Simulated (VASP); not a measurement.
Here is a VASP 6.6.1 calculation.

File INCAR:

```
  PREC = Accurate
  ENCUT = 500
  EDIFF = 1E-6
  ISMEAR = -1
  SIGMA = 0.1
  LREAL = False
  LASPH = True
  NELM = 120
  ALGO = Normal
  ISIF = 2
  LWAVE = False
  LCHARG = False
  GGA = PE
  NBANDS = 10
  GGA_COMPAT = False
```

KPOINTS

```
Automatic mesh
0
Gamma
  4 4 4
```

File POSCAR:

```
Ir
1.0
   -1.9362379667      0.0000000000      1.9362379667
    0.0000000000      1.9362379667      1.9362379667
   -1.9362379667      1.9362379667      0.0000000000
Ir
1
Direct
    0.0000000000      0.0000000000      0.0000000000
```

Potentials or basis: VASP PAW PBE potentials, release 64 (Ir).

Command:

```sh
$ cat potpaw_PBE.64/Ir/POTCAR > POTCAR
$ mpirun -np 1 vasp_std > vasp.out
```

(1) Predict the pressure.

Answers

(1) -9.2 GPa.

Caveat: the k points lie up to 0.70 Å⁻¹ apart.
